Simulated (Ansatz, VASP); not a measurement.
# One calculation of CdH3, two programs

```
Cd H
1.0
     3.23999    0.00000    0.00000
     0.00000    3.23999    0.00000
     0.00000    0.00000    3.23999
Cd H
1 3
Direct
  0.00000 0.00000 0.00000
  0.00000 0.50000 0.50000
  0.50000 0.00000 0.50000
  0.50000 0.50000 0.00000
```

Alike in both runs: functional PBE; k mesh 6 × 6 × 6; occupations gaussian, width 0.1 eV; no spin polarisation.

Ansatz relaxed the structure, and its values are those at the end. VASP's run is a single point on that final structure, the one shown.

|  | VASP | Ansatz |
| --- | --- | --- |
| version | VASP 6.6.1 | Ansatz 0.2.0 |
| potentials or method | VASP PAW PBE potentials, release 64 (Cd, H), cutoff 520 eV | scalar-relativistic, plane waves, PAW |
| valence electrons in the cell | 15 | 23 |

Ansatz gave:

- gap on the k mesh at the Fermi level (eV): none
- pressure (GPa): -0.2

Which values does VASP return?

gap on the k mesh at the Fermi level (eV): none; pressure (GPa): 0.0.

A gap of «none» marks a metal or a gap that the smearing closes. VASP's potentials hold 15 valence electrons a cell and Ansatz's 23, so a difference there can come from the potentials and not from the codes.
